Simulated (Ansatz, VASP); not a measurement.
## HfSi3: VASP beside Ansatz

INCAR

```
PREC     = Accurate       # precision mode
ENCUT    = 520            # plane-wave cutoff, eV
EDIFF    = 1E-6           # SCF threshold, eV
ISMEAR   = 0              # smearing method
SIGMA    = 0.05           # smearing width, eV
LREAL    = False          # projectors in reciprocal space
LASPH    = True           # aspherical terms in the spheres
NELM     = 100            # most SCF steps
ALGO     = Normal         # electronic algorithm
ISIF     = 2              # what is computed and relaxed
LWAVE    = False          # write WAVECAR
LCHARG   = False          # write CHGCAR
GGA      = PS             # functional
NBANDS   = 19             # bands
```

File KPOINTS:

```
regular mesh
0
Gamma
  8 8 8
```

The input POSCAR:

```
HfSi3
1.0
    3.9735079819      0.0000000000      0.0000000000
    0.0000000000      3.9735079819      0.0000000000
    0.0000000000      0.0000000000      3.9735079819
Hf Si
1 3
Direct
    0.0000000000      0.0000000000      0.0000000000
    0.0000000000      0.5000000000      0.5000000000
    0.5000000000      0.5000000000      0.0000000000
    0.5000000000      0.0000000000      0.5000000000
```

Input for Ansatz:

```yaml
crystal:
  lattice:
    - [3.9735079819, 0.0, 0.0]
    - [0.0, 3.9735079819, 0.0]
    - [0.0, 0.0, 3.9735079819]
  atoms:
    - { symbol: Hf, position: [0.0, 0.0, 0.0] }
    - { symbol: Si, position: [0.0, 0.5, 0.5] }
    - { symbol: Si, position: [0.5, 0.5, 0.0] }
    - { symbol: Si, position: [0.5, 0.0, 0.5] }
basis:
  ecutwfc: 420
  ecutrho_ratio: 4
kpoints:
  mp_grid: { grid: [8, 8, 8] }
hamiltonian:
  xc: pbesol
scf:
  occupations: { method: gaussian, width: 0.05 }
output:
  forces: true
  stress: true
  eigenvalues: true
  populations: true
```

Alike in both runs: task single point; functional PBEsol; k mesh 8 × 8 × 8; occupations gaussian, width 0.05 eV; no spin polarisation.

|  | VASP | Ansatz |
| --- | --- | --- |
| version | VASP 6.6.1 | Ansatz 0.2.0 |
| potentials or method | VASP PAW PBE potentials, release 64 (Hf_pv, Si), cutoff 520 eV | scalar-relativistic, plane waves, PAW |
| valence electrons in the cell | 22 | 38 |

```csv
,VASP,Ansatz,Ansatz less VASP
gap on the k mesh at the Fermi level (eV),none,none,-
pressure (GPa),-3.8,-3.7,+0.06
```

VASP's potentials were made for PBE, not for PBEsol. A gap of «none» marks a metal or a gap that the smearing closes. The functional is the same, so the differences come from potentials, cutoffs and numerics. VASP's potentials hold 22 valence electrons a cell and Ansatz's 38, so a difference there can come from the potentials and not from the codes.

Neither program's run includes spin-orbit coupling.
